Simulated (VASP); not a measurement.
# YZn2 (Fd-3m) in VASP: a series of runs

YZn2 is run at these levels: LDA; tasks: single point, relaxation of cell and atoms.

Program: VASP 6.6.1. These are calculated values, not measurements. Logs are shortened: lines on timing, memory, paths and dates and some standing lists are left out, and cuts for length are marked.

## Step 1: The cell of the first run

The structure is cubic, space group Fd-3m (No. 227). The conventional cell has a = 7.494 Å, b = 7.494 Å, c = 7.494 Å, α = 90.00°, β = 90.00°, γ = 90.00°. Within 4.1 Å of Y (site symmetry -43m) lie 12 Zn at 3.11 Å and 4 Y at 3.25 Å. Zn (site symmetry -3m) has 6 Zn at 2.65 Å and 6 Y at 3.11 Å within 3.5 Å.

## Step 2: Single point, LDA

The input, INCAR:

```
SYSTEM = YZn2
ALGO = Normal ; EDIFF = 1E-6
ENCUT = 520 ; ISIF = 2
ISMEAR = -1 ; LASPH = .True.
LCHARG = .False. ; LREAL = .False.
LWAVE = .False. ; NBANDS = 44
NELM = 100 ; PREC = Accurate
SIGMA = 0.05
```

The input, KPOINTS:

```
k-points
0
Gamma
  4 4 4
  0 0 0
```

The input, POSCAR:

```
YZn2
1.0
    0.0000000000      3.7472489244      3.7472489244
    3.7472489244      0.0000000000      3.7472489244
    3.7472489244      3.7472489244      0.0000000000
Y Zn
2 4
Direct
    0.0000000000      0.0000000000      0.0000000000
    0.2500000000      0.2500000000      0.2500000000
    0.1250000000      0.6250000000      0.6250000000
    0.6250000000      0.1250000000      0.6250000000
    0.6250000000      0.6250000000      0.1250000000
    0.6250000000      0.6250000000      0.6250000000
```

Potentials or basis: VASP PAW LDA potentials, release 64 (Y_sv, Zn).

Command:

```
> cat potpaw_LDA.64/Y_sv/POTCAR potpaw_LDA.64/Zn/POTCAR > POTCAR
> mpirun -np 1 vasp_std > vasp.out
```

OUTCAR:

```text
SYSTEM = YZn2
   EDIFF = 1E-6
   ENCUT = 520
   ISIF = 2
   ISMEAR = -1
   LASPH = .True.
   LREAL = .False.
   NELM = 100
   PREC = Accurate

 ion  position               nearest neighbor table
   1  0.000  0.000  0.000-   3 3.11   4 3.11   5 3.11   3 3.11   5 3.11   6 3.11   3 3.11   4 3.11
                             6 3.11   4 3.11   5 3.11   6 3.11   2 3.25   2 3.25   2 3.25   2 3.25
   2  0.250  0.250  0.250-   3 3.11   4 3.11   5 3.11   3 3.11   4 3.11   6 3.11   3 3.11   5 3.11
                             6 3.11   4 3.11   5 3.11   6 3.11   1 3.25   1 3.25   1 3.25   1 3.25
   3  0.125  0.625  0.625-   6 2.65   5 2.65   4 2.65   4 2.65   5 2.65   6 2.65   1 3.11   2 3.11
                             2 3.11   1 3.11   2 3.11   1 3.11
   4  0.625  0.125  0.625-   6 2.65   5 2.65   3 2.65   5 2.65   6 2.65   3 2.65   1 3.11   2 3.11
                             1 3.11   2 3.11   1 3.11   2 3.11
   5  0.625  0.625  0.125-   6 2.65   3 2.65   4 2.65   6 2.65   4 2.65   3 2.65   1 3.11   2 3.11
                             1 3.11   2 3.11   1 3.11   2 3.11
   6  0.625  0.625  0.625-   3 2.65   4 2.65   5 2.65   5 2.65   4 2.65   3 2.65   1 3.11   2 3.11
                             1 3.11   2 3.11   1 3.11   2 3.11

  LATTYP: Found a face centered cubic cell.
 ALAT       =     7.4944978488

  Lattice vectors:

 A1 = (   0.0000000000,   3.7472489244,   3.7472489244)
 A2 = (   3.7472489244,   0.0000000000,   3.7472489244)
 A3 = (   3.7472489244,   3.7472489244,   0.0000000000)

Analysis of symmetry for initial positions (statically):
=====================================================================
 Subroutine PRICEL returns:
 Original cell was already a primitive cell.

 Routine SETGRP: Setting up the symmetry group for a
 face centered cubic supercell.

 Subroutine GETGRP returns: Found 48 space group operations
 (whereof 24 operations were pure point group operations)
 out of a pool of 48 trial point group operations.

The static configuration has the point symmetry T_d .
 The point group associated with its full space group is O_h .

Analysis of symmetry for dynamics (positions and initial velocities):
=====================================================================
 Subroutine PRICEL returns:
 Original cell was already a primitive cell.

 Routine SETGRP: Setting up the symmetry group for a
 face centered cubic supercell.

 Subroutine GETGRP returns: Found 48 space group operations
 (whereof 24 operations were pure point group operations)
 out of a pool of 48 trial point group operations.

The dynamic configuration has the point symmetry T_d .
 The point group associated with its full space group is O_h .

 Subroutine INISYM returns: Found 48 space group operations
 (whereof 24 operations are pure point group operations),
 and found     1 'primitive' translations

----------------------------------------------------------------------------------------

                                     Primitive cell

  volume of cell :     105.2368

  direct lattice vectors                    reciprocal lattice vectors
     0.000000000  3.747248924  3.747248924    -0.133431221  0.133431221  0.133431221
     3.747248924  0.000000000  3.747248924     0.133431221 -0.133431221  0.133431221
     3.747248924  3.747248924  0.000000000     0.133431221  0.133431221 -0.133431221

  length of vectors
     5.299410250  5.299410250  5.299410250     0.231109654  0.231109654  0.231109654

  position of ions in fractional coordinates (direct lattice)
     0.000000000  0.000000000  0.000000000
     0.250000000  0.250000000  0.250000000
     0.125000000  0.625000000  0.625000000
     0.625000000  0.125000000  0.625000000
     0.625000000  0.625000000  0.125000000
     0.625000000  0.625000000  0.625000000

  ion indices of the primitive-cell ions
   primitive index   ion index
                 1           1
                 2           2
                 3           3
                 4           4
                 5           5
                 6           6

----------------------------------------------------------------------------------------

 KPOINTS: k-points

Automatic generation of k-mesh.
 Grid dimensions read from file:
 generate k-points for:    4    4    4

 Generating k-lattice:

  Cartesian coordinates                     Fractional coordinates (reciprocal lattice)
    -0.033357805  0.033357805  0.033357805     0.250000000  0.000000000  0.000000000
     0.033357805 -0.033357805  0.033357805     0.000000000  0.250000000  0.000000000
     0.033357805  0.033357805 -0.033357805     0.000000000  0.000000000  0.250000000

  Length of vectors
     0.057777414  0.057777414  0.057777414

  Shift w.r.t. Gamma in fractional coordinates (k-lattice)
     0.000000000  0.000000000  0.000000000

 Subroutine IBZKPT returns following result:
 ===========================================

 Found      8 irreducible k-points:

 Following reciprocal coordinates:
            Coordinates               Weight
  0.000000  0.000000  0.000000      1.000000
  0.250000  0.000000  0.000000      8.000000
  0.500000  0.000000  0.000000      4.000000
  0.250000  0.250000  0.000000      6.000000
  0.500000  0.250000  0.000000     24.000000
 -0.250000  0.250000  0.000000     12.000000
  0.500000  0.500000  0.000000      3.000000
 -0.250000  0.500000  0.250000      6.000000
   k-points           NKPTS =      8   k-points in BZ     NKDIM =      8   number of bands    NBANDS=     44
   number of dos      NEDOS =    301   number of ions     NIONS =      6
   total plane-waves  NPLWV =  64000
   dimension x,y,z NGX =    40 NGY =   40 NGZ =   40
   dimension x,y,z NGXF=    80 NGYF=   80 NGZF=   80
   ions per type =               2   4
   NGX,Y,Z   is equivalent  to a cutoff of  12.55, 12.55, 12.55 a.u.
   NGXF,Y,Z  is equivalent  to a cutoff of  25.10, 25.10, 25.10 a.u.
 SYSTEM =  YZn2
   PREC   = accura    normal or accurate (medium, high low for compatibility)
   ISTART =      0    job   : 0-new  1-cont  2-samecut
   ICHARG =      2    charge: 1-file 2-atom 10-const
   ISPIN  =      1    spin polarized calculation?
   LNONCOLLINEAR =      F non collinear calculations
   LSORBIT =      F    spin-orbit coupling
   LASPH  =      T    aspherical Exc in radial PAW
   ENCUT  =  520.0 eV  38.22 Ry    6.18 a.u.   9.85  9.85  9.85*2*pi/ulx,y,z
   NELM   =    100;   NELMIN=  2; NELMDL= -5     # of ELM steps
   EDIFF  = 0.1E-05   stopping-criterion for ELM
   LREAL  =      F    real-space projection
   EDIFFG = 0.1E-04   stopping-criterion for IOM
   NSW    =      0    number of steps for IOM
   IBRION =     -1    ionic relax: 0-MD 1-quasi-New 2-CG
   NFREE  =      0    steps in history (QN), initial steepest desc. (CG)
   ISIF   =      2    stress and relaxation
   ISYM   =      2    0-nonsym 1-usesym 2-fastsym
   POTIM  = 0.5000    time-step for ionic-motion
   TEBEG  =    0.0;   TEEND  =   0.0 temperature during run
   PSTRESS=    0.0 pullay stress
   NELECT =      70.0000    total number of electrons
   NUPDOWN=      -1.0000    fix difference up-down
   EMIN   =  10.00;   EMAX   =-10.00  energy-range for DOS
   EFERMI =   0.00;   METHOD = LEGACY
   ISMEAR =    -1;   SIGMA  =   0.05  broadening in eV -4-tet -1-fermi 0-gaus
   EFERMI_NEDOS =   21; number of points for ismear=-14 and -15
   IALGO  =     38    algorithm
   IMIX   =      4    mixing-type and parameters
     AMIX     =   0.40;   BMIX     =  1.00
     AMIX_MAG =   1.60;   BMIX_MAG =  1.00
  volume/ion in A,a.u.               =      17.54       118.36
  Fermi-wavevector in a.u.,A,eV,Ry     =   1.429064  2.700539 27.786138  2.042224
  Thomas-Fermi vector in A             =   2.549058
   LORBIT       =      0    0 simple, 1 ext, 2 COOP (PROOUT), +10 PAW based schemes
   GGA     = CA    functional components
   LHFCALC =     F    Hartree Fock is set to
   AEXX    =    0.0000 exact exchange contribution
   IVDW    =     0    specifies the selected vdW correction
   LEPSILON=     F    determine dielectric tensor
   LRPA    =     F    only Hartree local field effects (RPA)
 non-spin polarized calculation
  energy-cutoff  :      520.00
  volume of cell :      105.24
 maximum number of plane-waves:      2874
   NGX = 19   NGY = 19   NGZ = 19

 number of electron      69.9999973 magnetization

 Free energy of the ion-electron system (eV)
  ---------------------------------------------------
  ext. energy  EPLUGINS =         0.00000000
  ---------------------------------------------------
  free energy    TOTEN  =       -23.60451923 eV

  energy without entropy =      -23.56320619  energy(sigma->0) =      -23.58386271

 E-fermi :   3.7012     XC(G=0): -11.6458

 val. band max:        3.6681875510   @ k =   0.2500   0.0000   0.0000
 cond. band min:       3.8415401780   @ k =   0.2500   0.2500   0.0000
 fundamental gap:      0.1733526270
 Fermi energy:         3.7011884666

 k-point     1 :       0.0000    0.0000    0.0000
  band No.  band energies     occupation
      1     -38.4594      2.00000
      2     -38.3088      2.00000
      3     -18.7863      2.00000
      4     -18.7863      2.00000
      5     -18.7863      2.00000
      6     -18.4050      2.00000
[... 36 lines left out ...]
     43       8.3710      0.00000
     44       8.3710      0.00000

 k-point     2 :       0.2500    0.0000    0.0000
  band No.  band energies     occupation
      1     -38.4436      2.00000
      2     -38.3247      2.00000
      3     -18.8113      2.00000
      4     -18.8113      2.00000
      5     -18.7929      2.00000
      6     -18.4090      2.00000
[... 36 lines left out ...]
     43       7.9465      0.00000
     44       8.2251      0.00000

 k-point     3 :       0.5000    0.0000    0.0000
  band No.  band energies     occupation
      1     -38.4217      2.00000
      2     -38.3467      2.00000
      3     -18.8335      2.00000
      4     -18.8335      2.00000
      5     -18.8065      2.00000
      6     -18.4051      2.00000
[... 224 lines left out ...]
     43       8.5094      0.00000
     44       8.5094      0.00000

 k-point     8 :      -0.2500    0.5000    0.2500
  band No.  band energies     occupation
      1     -38.3842      2.00000
      2     -38.3842      2.00000
      3     -18.8897      2.00000
      4     -18.8897      2.00000
      5     -18.6017      2.00000
      6     -18.6017      2.00000
[... 36 lines left out ...]
     43       9.1944      0.00000
     44       9.1976      0.00000

------------------------ aborting loop because EDIFF is reached ----------------------------------------

  FORCE on cell =-STRESS in cart. coord.  units (eV):
  Direction    XX          YY          ZZ          XY          YZ          ZX
  --------------------------------------------------------------------------------------
  -------------------------------------------------------------------------------------
  Total        0.2085167      0.2085167      0.2085167     -0.0000000      0.0000000      0.0000000
  in kB        3.1745613      3.1745613      3.1745613     -0.0000000      0.0000000      0.0000000
  external PRESSURE =       3.1745613 kB  Pullay stress =       0.0000000 kB

 VOLUME and BASIS-vectors are now :
 -----------------------------------------------------------------------------
  energy-cutoff  :      520.00
  volume of cell :      105.24
      direct lattice vectors                 reciprocal lattice vectors
     0.000000000  3.747248924  3.747248924    -0.133431221  0.133431221  0.133431221
     3.747248924  0.000000000  3.747248924     0.133431221 -0.133431221  0.133431221
     3.747248924  3.747248924  0.000000000     0.133431221  0.133431221 -0.133431221

 POSITION                                       TOTAL-FORCE (eV/Angst)
 -----------------------------------------------------------------------------------
      0.00000      0.00000      0.00000        -0.000000     -0.000000     -0.000000
      1.87362      1.87362      1.87362         0.000000      0.000000      0.000000
      4.68406      2.81044      2.81044         0.000000     -0.000000      0.000000
      2.81044      4.68406      2.81044         0.000000     -0.000000      0.000000
      2.81044      2.81044      4.68406        -0.000000     -0.000000      0.000000
      4.68406      4.68406      4.68406        -0.000000     -0.000000      0.000000
 -----------------------------------------------------------------------------------
    total drift:                                0.000000      0.000000      0.000000

  FREE ENERGIE OF THE ION-ELECTRON SYSTEM (eV)
  ---------------------------------------------------
  free  energy   TOTEN  =       -23.6045192330 eV

  energy  without entropy=      -23.5632061887  energy(sigma->0) =      -23.58386271
```

Wall time 27 s (1 thread of Intel Xeon 6975P-C (Granite Rapids), shared host); peak memory 0.21 GiB.

What came out:

```
Free energy            : -23.6045 eV
Pressure               : 0.3 GPa
Band gap on the k mesh : zero (band 35 reaches 4.66 eV, above the bottom of band 36 at 2.68 eV)
```

Caveat: the k points lie up to 0.36 Å⁻¹ apart.

## Step 3: Relaxation of cell and atoms, LDA

This run uses another cell than the first one, of 18.83 Å³/atom, 1.074 times its volume.

The input, INCAR:

```
SYSTEM = YZn2
PREC     = Accurate       ! precision mode
ENCUT    = 600            ! plane-wave cutoff, eV
EDIFF    = 1E-6           ! SCF threshold, eV
ISMEAR   = -1             ! smearing method
SIGMA    = 0.05           ! smearing width, eV
LREAL    = .False.        ! projectors in reciprocal space
LASPH    = .True.         ! aspherical terms in the spheres
NELM     = 60             ! most SCF steps
ALGO     = Normal         ! electronic algorithm
ISIF     = 3              ! what is computed and relaxed
LWAVE    = .False.        ! write WAVECAR
LCHARG   = .False.        ! write CHGCAR
IBRION   = 2              ! ionic algorithm
NSW      = 80             ! ionic steps
EDIFFG   = -0.02          ! ionic threshold
```

The input, KPOINTS:

```
regular mesh
0
Gamma
  4 4 4
  0 0 0
```

Edit POSCAR of step 2 so:

```diff
@@ -2,5 +2,5 @@
 1.0
-    0.0000000000      3.7472489244      3.7472489244
-    3.7472489244      0.0000000000      3.7472489244
-    3.7472489244      3.7472489244      0.0000000000
+    0.0000000000      3.8369083200      3.8369083200
+    3.8369083200      0.0000000000      3.8369083200
+    3.8369083200      3.8369083200      0.0000000000
 Y Zn
```

Potentials or basis: VASP PAW LDA potentials, release 64 (Y_sv, Zn).

Command:

```
> cat potpaw_LDA.64/Y_sv/POTCAR potpaw_LDA.64/Zn/POTCAR > POTCAR
> mpirun -np 1 vasp_std > vasp.out
```

Run time: 1.8 min. Hardware: 1 thread of Intel Xeon 6975P-C (Granite Rapids), shared host; peak memory 0.29 GiB.

The run converged. Its results:

```
Free energy                            : -23.6064 eV
Relaxed volume                         : 17.59 Å³/atom
Relaxed cell                           : a = 5.304 Å, b = 5.304 Å, c = 5.304 Å, α = 60.00°, β = 60.00°, γ = 60.00°
Space group after relaxing (to 0.05 Å) : Fd-3m (No. 227)
Energy gained by relaxing              : 20.6 meV/atom
Ionic steps                            : 3
Pressure after relaxing                : 0.0 GPa
Band gap on the k mesh                 : zero (band 35 reaches 4.64 eV, above the bottom of band 36 at 2.66 eV)
```

Step by step:
| step | energy change (eV) | largest force (eV/Å) | pressure (GPa) | volume (Å³) |
| --- | --- | --- | --- | --- |
| 1 | 0.0000 | 0.0000 | -5.02 | 112.97 |
| 2 | -0.1135 | 0.0000 | 1.65 | 103.61 |
| 3 | -0.1234 | 0.0000 | -0.02 | 105.54 |

Final structure:
```yaml
crystal:
  lattice:
    - [0.00000, 3.75083, 3.75083]
    - [3.75083, 0.00000, 3.75083]
    - [3.75083, 3.75083, 0.00000]
  atoms:
    - { symbol: Y, position: [0.00000, 0.00000, 0.00000] }
    - { symbol: Y, position: [0.25000, 0.25000, 0.25000] }
    - { symbol: Zn, position: [0.12500, 0.62500, 0.62500] }
    - { symbol: Zn, position: [0.62500, 0.12500, 0.62500] }
    - { symbol: Zn, position: [0.62500, 0.62500, 0.12500] }
    - { symbol: Zn, position: [0.62500, 0.62500, 0.62500] }
```

Levels at points of the mesh, in eV from the Fermi level:
```
           k point  band 33  band 34  band 35  band 36  band 37  band 38
(0.00, 0.00, 0.00)    -1.37    -1.37    -1.37    -1.02    -1.02    -1.02
(0.50, 0.00, 0.00)    -1.80    -0.57    -0.57     0.50     0.50     0.64
(0.50, 0.50, 0.00)    -2.26    -2.26     0.96     0.96     1.00     1.00
```
